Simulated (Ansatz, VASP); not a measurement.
**BP in VASP and in Ansatz**

```
B P
1.0
     0.00000    2.24524    2.24524
     2.24524    0.00000    2.24524
     2.24524    2.24524    0.00000
B P
1 1
Direct
  0.00000 0.00000 0.00000
  0.25000 0.25000 0.25000
```

Alike in both runs: functional LDA; k mesh 10 × 10 × 10; no spin polarisation.

Ansatz relaxed the structure, and its values are those at the end. VASP's run is a single point on that final structure, the one shown.

```csv
,VASP,Ansatz
version,VASP 6.6.1,Ansatz 0.2.0
potentials or method,"VASP PAW LDA potentials, release 64 (B, P)","scalar-relativistic, plane waves, PAW"
plane-wave cutoff (eV),520,420
occupations,"gaussian, width 0.01 eV",fixed
valence electrons in the cell,8,8
```

```tsv
	VASP	Ansatz	Ansatz less VASP
gap on the k mesh at the Fermi level (eV)	1.15	1.15	0.000
least direct gap on the mesh (eV)	3.43	3.43	-0.002
pressure (GPa)	-0.1	0.0	+0.11
```

LDA's correlation is that of Perdew and Zunger in VASP and of Perdew and Wang (1992) in Ansatz.
